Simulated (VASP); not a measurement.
# RbGe (P6_3mc) in VASP: single point with LDA

Aim: the single point of RbGe with LDA.

All numbers are computed with VASP 6.6.1; they aren't measurements. Logs are shortened: lines on timing, memory, paths and dates and some standing lists are left out, and cuts for length are marked.

## 1. The cell of the first run

The structure is hexagonal, space group P6_3mc (No. 186). Conventional cell: a = 3.365 Å, b = 3.365 Å, c = 12.266 Å, α = 90.00°, β = 90.00°, γ = 120.00°. Rb (site symmetry 3m) has 4 Ge at 3.28 to 3.45 Å and 6 Rb at 3.37 Å within 4.3 Å. Ge (site symmetry 3m) has 4 Rb at 3.28 to 3.45 Å and 6 Ge at 3.37 Å within 4.3 Å.

## 2. Single point, LDA

INCAR

```
PREC     = Accurate       # precision mode
ENCUT    = 500            # plane-wave cutoff, eV
EDIFF    = 1E-6           # SCF threshold, eV
ISMEAR   = -1             # smearing method
SIGMA    = 0.1            # smearing width, eV
LREAL    = F              # projectors in reciprocal space
LASPH    = T              # aspherical terms in the spheres
NELM     = 120            # most SCF steps
ALGO     = Normal         # electronic algorithm
ISIF     = 2              # what is computed and relaxed
LWAVE    = F              # write WAVECAR
LCHARG   = T              # write CHGCAR
GGA      = CA             # functional
LELF     = T              # ELF
LVHAR    = T            
NBANDS   = 31             # bands
GGA_COMPAT= F
```

KPOINTS

```
regular mesh
0
Gamma
  5 5 3
```

POSCAR

```
RbGe
1.0
    3.3653826256      0.0000000000      0.0000000000
   -1.6826913128      2.9145068472      0.0000000000
    0.0000000000      0.0000000000     12.2663780880
Rb Ge
2 2
Direct
    0.3333333333      0.6666666667      0.0538623630
    0.6666666667      0.3333333333      0.5538623630
    0.3333333333      0.6666666667      0.3211376370
    0.6666666667      0.3333333333      0.8211376370
```

Potentials or basis: VASP PAW LDA potentials, release 64 (Rb_sv, Ge_d).

Started as:

```bash
$ cat potpaw_LDA.64/Rb_sv/POTCAR potpaw_LDA.64/Ge_d/POTCAR > POTCAR
$ mpirun -np 1 vasp_std > vasp.out
```

OUTCAR:

```text
PREC = Accurate
   ENCUT = 500
   EDIFF = 1E-6
   ISMEAR = -1
   LREAL = F
   LASPH = T
   NELM = 120
   ISIF = 2
   GGA = CA

 ion  position               nearest neighbor table
   1  0.333  0.667  0.054-   3 3.28   4 3.45   4 3.45   4 3.45
   2  0.667  0.333  0.554-   4 3.28   3 3.45   3 3.45   3 3.45
   3  0.333  0.667  0.321-   1 3.28   2 3.45   2 3.45   2 3.45
   4  0.667  0.333  0.821-   2 3.28   1 3.45   1 3.45   1 3.45

  LATTYP: Found a hexagonal cell.
 ALAT       =     3.3653826256
 C/A-ratio  =     3.6448687869

  Lattice vectors:

 A1 = (   3.3653826256,   0.0000000000,   0.0000000000)
 A2 = (  -1.6826913128,   2.9145068472,   0.0000000000)
 A3 = (   0.0000000000,   0.0000000000,  12.2663780880)

Analysis of symmetry for initial positions (statically):
=====================================================================
 Subroutine PRICEL returns:
 Original cell was already a primitive cell.

 Routine SETGRP: Setting up the symmetry group for a
 hexagonal supercell.

 Subroutine GETGRP returns: Found 12 space group operations
 (whereof  6 operations were pure point group operations)
 out of a pool of 24 trial point group operations.

The static configuration has the point symmetry C_3v.
 The point group associated with its full space group is C_6v.

Analysis of symmetry for dynamics (positions and initial velocities):
=====================================================================
 Subroutine PRICEL returns:
 Original cell was already a primitive cell.

 Routine SETGRP: Setting up the symmetry group for a
 hexagonal supercell.

 Subroutine GETGRP returns: Found 12 space group operations
 (whereof  6 operations were pure point group operations)
 out of a pool of 24 trial point group operations.

The dynamic configuration has the point symmetry C_3v.
 The point group associated with its full space group is C_6v.

 Subroutine INISYM returns: Found 12 space group operations
 (whereof  6 operations are pure point group operations),
 and found     1 'primitive' translations

----------------------------------------------------------------------------------------

                                     Primitive cell

  volume of cell :     120.3139

  direct lattice vectors                    reciprocal lattice vectors
     3.365382626  0.000000000  0.000000000     0.297143033  0.171555610  0.000000000
    -1.682691313  2.914506847  0.000000000     0.000000000  0.343111220  0.000000000
     0.000000000  0.000000000 12.266378088     0.000000000  0.000000000  0.081523657

  length of vectors
     3.365382626  3.365382626 12.266378088     0.343111220  0.343111220  0.081523657

  position of ions in fractional coordinates (direct lattice)
     0.333333333  0.666666667  0.053862363
     0.666666667  0.333333333  0.553862363
     0.333333333  0.666666667  0.321137637
     0.666666667  0.333333333  0.821137637

  ion indices of the primitive-cell ions
   primitive index   ion index
                 1           1
                 2           2
                 3           3
                 4           4

----------------------------------------------------------------------------------------

 KPOINTS: regular mesh

Automatic generation of k-mesh.
 Grid dimensions read from file:
 generate k-points for:    5    5    3

 Generating k-lattice:

  Cartesian coordinates                     Fractional coordinates (reciprocal lattice)
     0.059428607  0.034311122  0.000000000     0.200000000  0.000000000  0.000000000
     0.000000000  0.068622244  0.000000000     0.000000000  0.200000000  0.000000000
     0.000000000  0.000000000  0.027174552     0.000000000  0.000000000  0.333333333

  Length of vectors
     0.068622244  0.068622244  0.027174552

  Shift w.r.t. Gamma in fractional coordinates (k-lattice)
     0.000000000  0.000000000  0.000000000

 Subroutine IBZKPT returns following result:
 ===========================================

 Found     10 irreducible k-points:

 Following reciprocal coordinates:
            Coordinates               Weight
  0.000000  0.000000  0.000000      1.000000
  0.200000 -0.000000  0.000000      6.000000
  0.400000 -0.000000  0.000000      6.000000
  0.200000  0.200000  0.000000      6.000000
  0.400000  0.200000  0.000000      6.000000
  0.000000  0.000000  0.333333      2.000000
  0.200000 -0.000000  0.333333     12.000000
  0.400000 -0.000000  0.333333     12.000000
  0.200000  0.200000  0.333333     12.000000
  0.400000  0.200000  0.333333     12.000000
   k-points           NKPTS =     10   k-points in BZ     NKDIM =     10   number of bands    NBANDS=     31
   number of dos      NEDOS =    301   number of ions     NIONS =      4
   total plane-waves  NPLWV =  70560
   dimension x,y,z NGX =    28 NGY =   28 NGZ =   90
   dimension x,y,z NGXF=    56 NGYF=   56 NGZF=  180
   ions per type =               2   2
   NGX,Y,Z   is equivalent  to a cutoff of  13.83, 13.83, 12.20 a.u.
   NGXF,Y,Z  is equivalent  to a cutoff of  27.66, 27.66, 24.40 a.u.
 SYSTEM =  unknown system
   PREC   = accura    normal or accurate (medium, high low for compatibility)
   ISTART =      0    job   : 0-new  1-cont  2-samecut
   ICHARG =      2    charge: 1-file 2-atom 10-const
   ISPIN  =      1    spin polarized calculation?
   LNONCOLLINEAR =      F non collinear calculations
   LSORBIT =      F    spin-orbit coupling
   LASPH  =      T    aspherical Exc in radial PAW
   ENCUT  =  500.0 eV  36.75 Ry    6.06 a.u.   6.14  6.14 22.36*2*pi/ulx,y,z
   NELM   =    120;   NELMIN=  2; NELMDL= -5     # of ELM steps
   EDIFF  = 0.1E-05   stopping-criterion for ELM
   LREAL  =      F    real-space projection
   EDIFFG = 0.1E-04   stopping-criterion for IOM
   NSW    =      0    number of steps for IOM
   IBRION =     -1    ionic relax: 0-MD 1-quasi-New 2-CG
   NFREE  =      0    steps in history (QN), initial steepest desc. (CG)
   ISIF   =      2    stress and relaxation
   ISYM   =      2    0-nonsym 1-usesym 2-fastsym
   POTIM  = 0.5000    time-step for ionic-motion
   TEBEG  =    0.0;   TEEND  =   0.0 temperature during run
   PSTRESS=    0.0 pullay stress
   NELECT =      46.0000    total number of electrons
   NUPDOWN=      -1.0000    fix difference up-down
   EMIN   =  10.00;   EMAX   =-10.00  energy-range for DOS
   EFERMI =   0.00;   METHOD = LEGACY
   ISMEAR =    -1;   SIGMA  =   0.10  broadening in eV -4-tet -1-fermi 0-gaus
   EFERMI_NEDOS =   21; number of points for ismear=-14 and -15
   IALGO  =     38    algorithm
   IMIX   =      4    mixing-type and parameters
     AMIX     =   0.40;   BMIX     =  1.00
     AMIX_MAG =   1.60;   BMIX_MAG =  1.00
  volume/ion in A,a.u.               =      30.08       202.98
  Fermi-wavevector in a.u.,A,eV,Ry     =   1.188198  2.245369 19.208902  1.411814
  Thomas-Fermi vector in A             =   2.324333
   LORBIT       =      0    0 simple, 1 ext, 2 COOP (PROOUT), +10 PAW based schemes
   GGA     = CA    functional components
   LHFCALC =     F    Hartree Fock is set to
   AEXX    =    0.0000 exact exchange contribution
   IVDW    =     0    specifies the selected vdW correction
   LEPSILON=     F    determine dielectric tensor
   LRPA    =     F    only Hartree local field effects (RPA)
 non-spin polarized calculation
  energy-cutoff  :      500.00
  volume of cell :      120.31
 maximum number of plane-waves:      3068
 NGX is ok and might be reduce to    28
   NGX = 13   NGY = 13   NGZ = 45

 number of electron      45.9999996 magnetization

 Free energy of the ion-electron system (eV)
  ---------------------------------------------------
  ext. energy  EPLUGINS =         0.00000000
  ---------------------------------------------------
  free energy    TOTEN  =       -10.21486187 eV

  energy without entropy =      -10.11253036  energy(sigma->0) =      -10.16369611

 E-fermi :   3.0263     XC(G=0):  -9.3134

 val. band max:        2.9978274325   @ k =   0.4000  -0.0000   0.0000
 cond. band min:       3.1356445021   @ k =   0.4000   0.2000   0.0000
 fundamental gap:      0.1378170697
 Fermi energy:         3.0262553163

 k-point     1 :       0.0000    0.0000    0.0000
  band No.  band energies     occupation
      1     -25.9124      2.00000
      2     -25.9118      2.00000
      3     -21.5036      2.00000
      4     -21.5036      2.00000
      5     -21.5036      2.00000
      6     -21.5036      2.00000
[... 23 lines left out ...]
     30       8.2813      0.00000
     31       8.5415      0.00000

 k-point     2 :       0.2000   -0.0000    0.0000
  band No.  band energies     occupation
      1     -25.7932      2.00000
      2     -25.7927      2.00000
      3     -21.5047      2.00000
      4     -21.5047      2.00000
      5     -21.4939      2.00000
      6     -21.4939      2.00000
[... 23 lines left out ...]
     30       7.1636      0.00000
     31       7.2926      0.00000

 k-point     3 :       0.4000   -0.0000    0.0000
  band No.  band energies     occupation
      1     -25.5903      2.00000
      2     -25.5900      2.00000
      3     -21.5071      2.00000
      4     -21.5071      2.00000
      5     -21.4782      2.00000
      6     -21.4782      2.00000
[... 23 lines left out ...]
     30       6.6840      0.00000
     31       8.1822      0.00000

 k-point     4 :       0.2000    0.2000    0.0000
  band No.  band energies     occupation
      1     -25.6304      2.00000
      2     -25.6301      2.00000
      3     -21.5021      2.00000
      4     -21.5021      2.00000
      5     -21.4855      2.00000
      6     -21.4855      2.00000
[... 159 lines left out ...]
     30       6.3883      0.00000
     31       8.2086      0.00000

 k-point     9 :       0.2000    0.2000    0.3333
  band No.  band energies     occupation
      1     -25.6303      2.00000
      2     -25.6302      2.00000
      3     -21.5021      2.00000
      4     -21.5021      2.00000
      5     -21.4855      2.00000
      6     -21.4855      2.00000
[... 23 lines left out ...]
     30       6.2165      0.00000
     31       7.2431      0.00000

 k-point    10 :       0.4000    0.2000    0.3333
  band No.  band energies     occupation
      1     -25.5256      2.00000
      2     -25.5256      2.00000
      3     -21.4990      2.00000
      4     -21.4990      2.00000
      5     -21.4814      2.00000
      6     -21.4814      2.00000
[... 23 lines left out ...]
     30       6.2989      0.00000
     31       7.7621      0.00000

------------------------ aborting loop because EDIFF is reached ----------------------------------------

  FORCE on cell =-STRESS in cart. coord.  units (eV):
  Direction    XX          YY          ZZ          XY          YZ          ZX
  --------------------------------------------------------------------------------------
  -------------------------------------------------------------------------------------
  Total        0.0491261      0.0491261      0.0453032     -0.0000000      0.0000000      0.0000000
  in kB        0.6541941      0.6541941      0.6032859     -0.0000000      0.0000000      0.0000000
  external PRESSURE =       0.6372247 kB  Pullay stress =       0.0000000 kB

 VOLUME and BASIS-vectors are now :
 -----------------------------------------------------------------------------
  energy-cutoff  :      500.00
  volume of cell :      120.31
      direct lattice vectors                 reciprocal lattice vectors
     3.365382626  0.000000000  0.000000000     0.297143033  0.171555610  0.000000000
    -1.682691313  2.914506847  0.000000000     0.000000000  0.343111220  0.000000000
     0.000000000  0.000000000 12.266378088     0.000000000  0.000000000  0.081523657

 POSITION                                       TOTAL-FORCE (eV/Angst)
 -----------------------------------------------------------------------------------
     -0.00000      1.94300      0.66070        -0.000000      0.000000      0.001221
      1.68269      0.97150      6.79389         0.000000     -0.000000      0.001221
     -0.00000      1.94300      3.93920         0.000000     -0.000000     -0.001221
      1.68269      0.97150     10.07238        -0.000000      0.000000     -0.001221
 -----------------------------------------------------------------------------------
    total drift:                               -0.000000     -0.000000      0.000217

  FREE ENERGIE OF THE ION-ELECTRON SYSTEM (eV)
  ---------------------------------------------------
  free  energy   TOTEN  =       -10.2148618713 eV

  energy  without entropy=      -10.1125303568  energy(sigma->0) =      -10.16369611
```

Run time: 98 s. Hardware: 1 thread of Intel Xeon 8259CL, shared host; peak memory 0.21 GiB.

What came out:

- Free energy: -10.2149 eV
- Pressure: 0.1 GPa
- Band gap on the k mesh: zero (bands 23 and 24 overlap by 1.44 eV)

Caveat: the k points lie up to 0.43 Å⁻¹ apart, too coarse for converged energies and pressures of a metal.

The gap in the log of VASP goes by the Fermi energy; the results here count the filled bands.